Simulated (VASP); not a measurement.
# Bi (R-3m) in VASP: notebook

The runs below take Bi through single point, relaxation of cell and atoms, with LDA.

All numbers are computed with VASP 6.6.1; they aren't measurements. Logs are shortened: lines on timing, memory, paths and dates and some standing lists are left out, and cuts for length are marked.

## Step 1: The cell of the first run

It takes space group R-3m (No. 166, trigonal). The conventional cell has a = 4.493 Å, b = 4.493 Å, c = 11.499 Å, α = 90.00°, β = 90.00°, γ = 120.00°. Bi (site symmetry 3m) has 6 Bi at 3.06 to 3.41 Å within 4.0 Å.

## Step 2: Single point, LDA

INCAR

```
SYSTEM = Bi
  PREC = Accurate
  ENCUT = 520
  EDIFF = 1E-6
  ISMEAR = 0
  SIGMA = 0.1
  LREAL = .FALSE.
  LASPH = .TRUE.
  NELM = 100
  ALGO = Fast
  ISIF = 2
  LWAVE = .FALSE.
  LCHARG = .FALSE.
  GGA = CA
  NBANDS = 22
```

KPOINTS

```
regular mesh
0
G
  12 12 12
  0 0 0
```

POSCAR

```
Bi
1.0
    2.2466390748      1.2970976746      3.8331427145
   -2.2466390748      1.2970976746      3.8331427145
    0.0000000000     -2.5941953492      3.8331427145
Bi
2
Direct
    0.2371891778      0.2371891778      0.2371891778
    0.7628108222      0.7628108222      0.7628108222
```

Potentials or basis: VASP PAW LDA potentials, release 64 (Bi_d).

Launch:

```sh
$ cat potpaw_LDA.64/Bi_d/POTCAR > POTCAR
$ mpirun -np 1 vasp_std > vasp.out
```

OUTCAR:

```text
SYSTEM = Bi
   PREC = Accurate
   ENCUT = 520
   EDIFF = 1E-6
   ISMEAR = 0
   LREAL = .FALSE.
   LASPH = .TRUE.
   NELM = 100
   ISIF = 2
   GGA = CA

 ion  position               nearest neighbor table
   1  0.237  0.237  0.237-   2 3.06   2 3.06   2 3.06   2 3.41   2 3.41   2 3.41
   2  0.763  0.763  0.763-   1 3.06   1 3.06   1 3.06   1 3.41   1 3.41   1 3.41

  LATTYP: Found a trigonal (rhomboedric) cell.
 ALAT       =     4.6284805908
 COS(alpha) =     0.5287843367

  Lattice vectors:

 A1 = (   2.2466390748,   1.2970976746,   3.8331427145)
 A2 = (  -2.2466390748,   1.2970976746,   3.8331427145)
 A3 = (   0.0000000000,  -2.5941953492,   3.8331427145)

Analysis of symmetry for initial positions (statically):
=====================================================================
 Subroutine PRICEL returns:
 Original cell was already a primitive cell.

 Routine SETGRP: Setting up the symmetry group for a
 trigonal (rhombohedral) supercell.

 Subroutine GETGRP returns: Found 12 space group operations
 (whereof 12 operations were pure point group operations)
 out of a pool of 12 trial point group operations.

The static configuration has the point symmetry D_3d.

Analysis of symmetry for dynamics (positions and initial velocities):
=====================================================================
 Subroutine PRICEL returns:
 Original cell was already a primitive cell.

 Routine SETGRP: Setting up the symmetry group for a
 trigonal (rhombohedral) supercell.

 Subroutine GETGRP returns: Found 12 space group operations
 (whereof 12 operations were pure point group operations)
 out of a pool of 12 trial point group operations.

The dynamic configuration has the point symmetry D_3d.

 Subroutine INISYM returns: Found 12 space group operations
 (whereof 12 operations are pure point group operations),
 and found     1 'primitive' translations

----------------------------------------------------------------------------------------

                                     Primitive cell

  volume of cell :      67.0212

  direct lattice vectors                    reciprocal lattice vectors
     2.246639075  1.297097675  3.833142715     0.222554662  0.128491994  0.086960846
    -2.246639075  1.297097675  3.833142715    -0.222554662  0.128491994  0.086960846
     0.000000000 -2.594195349  3.833142715     0.000000000 -0.256983988  0.086960846

  length of vectors
     4.628480591  4.628480591  4.628480591     0.271298653  0.271298653  0.271298653

  position of ions in fractional coordinates (direct lattice)
     0.237189178  0.237189178  0.237189178
     0.762810822  0.762810822  0.762810822

  ion indices of the primitive-cell ions
   primitive index   ion index
                 1           1
                 2           2

----------------------------------------------------------------------------------------

 KPOINTS: regular mesh

Automatic generation of k-mesh.
 Grid dimensions read from file:
 generate k-points for:   12   12   12

 Generating k-lattice:

  Cartesian coordinates                     Fractional coordinates (reciprocal lattice)
     0.018546222  0.010707666  0.007246737     0.083333333  0.000000000  0.000000000
    -0.018546222  0.010707666  0.007246737     0.000000000  0.083333333  0.000000000
     0.000000000 -0.021415332  0.007246737     0.000000000  0.000000000  0.083333333

  Length of vectors
     0.022608221  0.022608221  0.022608221

  Shift w.r.t. Gamma in fractional coordinates (k-lattice)
     0.000000000  0.000000000  0.000000000

 Subroutine IBZKPT returns following result:
 ===========================================

 Found    189 irreducible k-points:

 Following reciprocal coordinates:
            Coordinates               Weight
  0.000000  0.000000  0.000000      1.000000
  0.083333  0.000000  0.000000      6.000000
  0.166667  0.000000 -0.000000      6.000000
  0.250000  0.000000  0.000000      6.000000
  0.333333  0.000000 -0.000000      6.000000
  0.416667  0.000000 -0.000000      6.000000
[... 16 lines left out ...]
  0.500000  0.166667 -0.000000     12.000000
 -0.416667  0.166667  0.000000     12.000000
 [... further k-points ...]
   k-points           NKPTS =    189   k-points in BZ     NKDIM =    189   number of bands    NBANDS=     22
   number of dos      NEDOS =    301   number of ions     NIONS =      2
   total plane-waves  NPLWV =  46656
   dimension x,y,z NGX =    36 NGY =   36 NGZ =   36
   dimension x,y,z NGXF=    72 NGYF=   72 NGZF=   72
   ions per type =               2
   NGX,Y,Z   is equivalent  to a cutoff of  12.93, 12.93, 12.93 a.u.
   NGXF,Y,Z  is equivalent  to a cutoff of  25.86, 25.86, 25.86 a.u.
 SYSTEM =  Bi
   PREC   = accura    normal or accurate (medium, high low for compatibility)
   ISTART =      0    job   : 0-new  1-cont  2-samecut
   ICHARG =      2    charge: 1-file 2-atom 10-const
   ISPIN  =      1    spin polarized calculation?
   LNONCOLLINEAR =      F non collinear calculations
   LSORBIT =      F    spin-orbit coupling
   LASPH  =      T    aspherical Exc in radial PAW
   ENCUT  =  520.0 eV  38.22 Ry    6.18 a.u.   8.61  8.61  8.61*2*pi/ulx,y,z
   NELM   =    100;   NELMIN=  2; NELMDL= -5     # of ELM steps
   EDIFF  = 0.1E-05   stopping-criterion for ELM
   LREAL  =      F    real-space projection
   EDIFFG = 0.1E-04   stopping-criterion for IOM
   NSW    =      0    number of steps for IOM
   IBRION =     -1    ionic relax: 0-MD 1-quasi-New 2-CG
   NFREE  =      0    steps in history (QN), initial steepest desc. (CG)
   ISIF   =      2    stress and relaxation
   ISYM   =      2    0-nonsym 1-usesym 2-fastsym
   POTIM  = 0.5000    time-step for ionic-motion
   TEBEG  =    0.0;   TEEND  =   0.0 temperature during run
   PSTRESS=    0.0 pullay stress
   NELECT =      30.0000    total number of electrons
   NUPDOWN=      -1.0000    fix difference up-down
   EMIN   =  10.00;   EMAX   =-10.00  energy-range for DOS
   EFERMI =   0.00;   METHOD = LEGACY
   ISMEAR =     0;   SIGMA  =   0.10  broadening in eV -4-tet -1-fermi 0-gaus
   EFERMI_NEDOS =   21; number of points for ismear=-14 and -15
   IALGO  =     68    algorithm
   IMIX   =      4    mixing-type and parameters
     AMIX     =   0.40;   BMIX     =  1.00
     AMIX_MAG =   1.60;   BMIX_MAG =  1.00
  volume/ion in A,a.u.               =      33.51       226.14
  Fermi-wavevector in a.u.,A,eV,Ry     =   1.252308  2.366519 21.337683  1.568275
  Thomas-Fermi vector in A             =   2.386215
   LORBIT       =      0    0 simple, 1 ext, 2 COOP (PROOUT), +10 PAW based schemes
   GGA     = CA    functional components
   LHFCALC =     F    Hartree Fock is set to
   AEXX    =    0.0000 exact exchange contribution
   IVDW    =     0    specifies the selected vdW correction
   LEPSILON=     F    determine dielectric tensor
   LRPA    =     F    only Hartree local field effects (RPA)
 non-spin polarized calculation
 RMM-DIIS sequential band-by-band and
 Gauss-broadening in eV      SIGMA  =   0.10
  energy-cutoff  :      520.00
  volume of cell :       67.02
 maximum number of plane-waves:      1835
   NGX = 17   NGY = 17   NGZ = 17

 number of electron      30.0000008 magnetization

 Free energy of the ion-electron system (eV)
  ---------------------------------------------------
  ext. energy  EPLUGINS =         0.00000000
  ---------------------------------------------------
  free energy    TOTEN  =        -9.12582272 eV

  energy without entropy =       -9.12468378  energy(sigma->0) =       -9.12525325

 E-fermi :   6.6516     XC(G=0): -10.0327

 val. band max:        6.6056545455   @ k =   0.2500   0.1667   0.0833
 cond. band min:       6.6533961991   @ k =   0.4167   0.0833   0.0833
 fundamental gap:      0.0477416536
 Fermi energy:         6.6515616827

 k-point     1 :       0.0000    0.0000    0.0000
  band No.  band energies     occupation
      1     -16.2985      2.00000
      2     -16.2985      2.00000
      3     -16.1265      2.00000
      4     -16.1265      2.00000
      5     -16.1149      2.00000
      6     -15.9163      2.00000
[... 14 lines left out ...]
     21      12.3518      0.00000
     22      12.9598      0.00000

 k-point     2 :       0.0833    0.0000    0.0000
  band No.  band energies     occupation
      1     -16.2919      2.00000
      2     -16.2909      2.00000
      3     -16.1236      2.00000
      4     -16.1222      2.00000
      5     -16.1109      2.00000
      6     -15.9199      2.00000
[... 14 lines left out ...]
     21      12.4358      0.00000
     22      13.6273      0.00000

 k-point     3 :       0.1667    0.0000   -0.0000
  band No.  band energies     occupation
      1     -16.2728      2.00000
      2     -16.2687      2.00000
      3     -16.1154      2.00000
      4     -16.1097      2.00000
      5     -16.0992      2.00000
      6     -15.9311      2.00000
[... 14 lines left out ...]
     21      12.7589      0.00000
     22      14.8541      0.00000

 k-point     4 :       0.2500    0.0000    0.0000
  band No.  band energies     occupation
      1     -16.2434      2.00000
      2     -16.2333      2.00000
      3     -16.1036      2.00000
      4     -16.0902      2.00000
      5     -16.0801      2.00000
      6     -15.9510      2.00000
[... 14 lines left out ...]
     21      13.3532      0.00000
     22      16.3474      0.00000

 k-point     5 :       0.3333    0.0000   -0.0000
  band No.  band energies     occupation
      1     -16.2083      2.00000
      2     -16.1875      2.00000
      3     -16.0903      2.00000
      4     -16.0658      2.00000
      5     -16.0552      2.00000
      6     -15.9794      2.00000
[... 14 lines left out ...]
     21      14.1832      0.00000
     22      17.2766      0.00000

 k-point     6 :       0.4167    0.0000   -0.0000
  band No.  band energies     occupation
      1     -16.1760      2.00000
      2     -16.1359      2.00000
      3     -16.0791      2.00000
      4     -16.0398      2.00000
      5     -16.0359      2.00000
      6     -16.0068      2.00000
[... 14 lines left out ...]
     21      15.2042      0.00000
     22      16.3812      0.00000

 k-point     7 :       0.5000    0.0000    0.0000
  band No.  band energies     occupation
      1     -16.1616      2.00000
      2     -16.0974      2.00000
      3     -16.0740      2.00000
      4     -16.0598      2.00000
      5     -16.0210      2.00000
      6     -16.0057      2.00000
[... 324 lines left out ...]
      6     -15.9552      2.00000
[... 14 lines left out ...]
     21      13.9800      0.00000
     22      14.5867      0.00000

 k-point    21 :       0.3333    0.1667    0.0000
  band No.  band energies     occupation
      1     -16.2644      2.00000
      2     -16.1667      2.00000
      3     -16.1132      2.00000
      4     -16.0743      2.00000
      5     -16.0518      2.00000
      6     -15.9782      2.00000
[... 14 lines left out ...]
     21      14.7693      0.00000
     22      15.7704      0.00000

 k-point    22 :       0.4167    0.1667   -0.0000
  band No.  band energies     occupation
      1     -16.2339      2.00000
      2     -16.1333      2.00000
      3     -16.0938      2.00000
      4     -16.0657      2.00000
      5     -16.0293      2.00000
      6     -16.0032      2.00000
[... 14 lines left out ...]
     21      15.7727      0.00000
     22      16.2033      0.00000

 k-point    23 :       0.5000    0.1667   -0.0000
  band No.  band energies     occupation
      1     -16.2041      2.00000
      2     -16.1138      2.00000
      3     -16.0690      2.00000
      4     -16.0616      2.00000
      5     -16.0282      2.00000
      6     -16.0062      2.00000
[... 14 lines left out ...]
     21      15.8169      0.00000
     22      16.1744      0.00000

 k-point    24 :      -0.4167    0.1667    0.0000
  band No.  band energies     occupation
      1     -16.1981      2.00000
      2     -16.0929      2.00000
      3     -16.0713      2.00000
      4     -16.0544      2.00000
      5     -16.0307      2.00000
      6     -16.0154      2.00000
[... 14 lines left out ...]
     21      14.7148      0.00000
     22      16.9991      0.00000

 [... further k-points ...]
[... 5 lines left out ...]
  --------------------------------------------------------------------------------------
  -------------------------------------------------------------------------------------
  Total        0.0353223      0.0353223      0.0204489      0.0000000     -0.0000000      0.0000000
  in kB        0.8443992      0.8443992      0.4888426      0.0000000     -0.0000000      0.0000000
  external PRESSURE =       0.7258803 kB  Pullay stress =       0.0000000 kB

 VOLUME and BASIS-vectors are now :
 -----------------------------------------------------------------------------
  energy-cutoff  :      520.00
  volume of cell :       67.02
      direct lattice vectors                 reciprocal lattice vectors
     2.246639075  1.297097675  3.833142715     0.222554662  0.128491994  0.086960846
    -2.246639075  1.297097675  3.833142715    -0.222554662  0.128491994  0.086960846
     0.000000000 -2.594195349  3.833142715     0.000000000 -0.256983988  0.086960846

 POSITION                                       TOTAL-FORCE (eV/Angst)
 -----------------------------------------------------------------------------------
      0.00000      0.00000      2.72754         0.000000      0.000000      0.019891
      0.00000      0.00000      8.77189         0.000000     -0.000000     -0.019891
 -----------------------------------------------------------------------------------
    total drift:                                0.000000     -0.000000      0.000000

  FREE ENERGIE OF THE ION-ELECTRON SYSTEM (eV)
  ---------------------------------------------------
  free  energy   TOTEN  =        -9.1258227155 eV

  energy  without entropy=       -9.1246837788  energy(sigma->0) =       -9.12525325
```

It took 2.3 min on 1 thread of Intel Xeon 6975P-C (Granite Rapids), shared host; peak memory 0.32 GiB.

Results:

```yaml
Free_energy: -9.1258 eV
Pressure: 0.1 GPa
Largest_force: 0.020 eV/Å
Band_gap_on_the_k_mesh: zero (band 15 reaches 6.61 eV, above the bottom of band 16 at 6.41 eV)
```

Forces in eV/Å, atoms in the order of the input:
```
Bi   0.000  0.000  0.020
Bi   0.000  0.000 -0.020
```

Caveat: spin-orbit coupling is left out, which moves the levels of the heavy elements.

(Continued in part 2 of 2.)
